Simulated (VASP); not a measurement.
A run of VASP 6.6.1 is set up as follows.

INCAR

```
SYSTEM = Sb
ALGO = Normal ; EDIFF = 1E-7
EDIFFG = -0.01 ; ENCUT = 600
GGA = PS ; IBRION = 2
ISIF = 3 ; ISMEAR = -1
IVDW = 12 ; LASPH = .TRUE.
LCHARG = .FALSE. ; LREAL = .FALSE.
LWAVE = .FALSE. ; NELM = 60
NSW = 60 ; PREC = Accurate
SIGMA = 0.05
```

The input KPOINTS:

```
k-points
0
G
  9 9 5
  0 0 0
```

The input POSCAR:

```
Sb
1.0
    3.3545324186      0.0000000000      0.0000000000
   -1.6772662093      2.9051102923      0.0000000000
    0.0000000000      0.0000000000      5.4701606500
Sb
2
Direct
    0.6666666667      0.3333333333      0.7500000000
    0.3333333333      0.6666666667      0.2500000000
```

Potentials or basis: VASP PAW PBE potentials, release 64 (Sb).

Command:

```sh
$ cat potpaw_PBE.64/Sb/POTCAR > POTCAR
$ mpirun -np 1 vasp_std > vasp.out
```

(1) Predict the dispersion energy per atom.

(2) Predict the relaxed volume.

(3) Predict the band gap on the k mesh.

Results:

(1) -0.554 eV.

(2) 24.74 Å³/atom.

(3) zero (band 5 reaches 14.11 eV, above the bottom of band 6 at 6.47 eV).

Caveat: the PAW data sets were made with another functional, which shifts forces and pressure a little; spin-orbit coupling is left out, which moves the levels of the heavy elements; pairwise dispersion overbinds metals, which lowers pressure and volume.
